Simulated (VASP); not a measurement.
Input of a VASP 6.6.1 run:

The input INCAR:

```
SYSTEM = AlRu
PREC     = Accurate       ! precision mode
ENCUT    = 600            ! plane-wave cutoff, eV
EDIFF    = 1E-6           ! SCF threshold, eV
ISMEAR   = 0              ! smearing method
SIGMA    = 0.1            ! smearing width, eV
LREAL    = .FALSE.        ! projectors in reciprocal space
LASPH    = .TRUE.         ! aspherical terms in the spheres
NELM     = 60             ! most SCF steps
ALGO     = Fast           ! electronic algorithm
ISIF     = 3              ! what is computed and relaxed
LWAVE    = .FALSE.        ! write WAVECAR
LCHARG   = .FALSE.        ! write CHGCAR
GGA      = PE             ! functional
IVDW     = 12             ! dispersion correction
IBRION   = 2              ! ionic algorithm
NSW      = 100            ! ionic steps
EDIFFG   = -0.005         ! ionic threshold
```

Contents of KPOINTS:

```
Automatic mesh
0
G
  14 14 14
  0 0 0
```

POSCAR

```
AlRu
1.0
    2.9916000000      0.0000000000      0.0000000000
    0.0000000000      2.9916000000      0.0000000000
    0.0000000000      0.0000000000      2.9916000000
Al Ru
1 1
Direct
    0.0000000000      0.0000000000      0.0000000000
    0.5000000000      0.5000000000      0.5000000000
```

Potentials or basis: VASP PAW PBE potentials, release 64 (Al, Ru_pv).

Command:

```bash
$ cat potpaw_PBE.64/Al/POTCAR potpaw_PBE.64/Ru_pv/POTCAR > POTCAR
$ mpirun -np 1 vasp_std > vasp.out
```

(1) Estimate the relaxed volume.

(2) What does it give for the relaxed cell?

Answers

(1) 13.14 Å³/atom.

(2) a = 2.973 Å, b = 2.973 Å, c = 2.973 Å, α = 90.00°, β = 90.00°, γ = 90.00°.

Caveat: pairwise dispersion overbinds metals, which lowers pressure and volume.
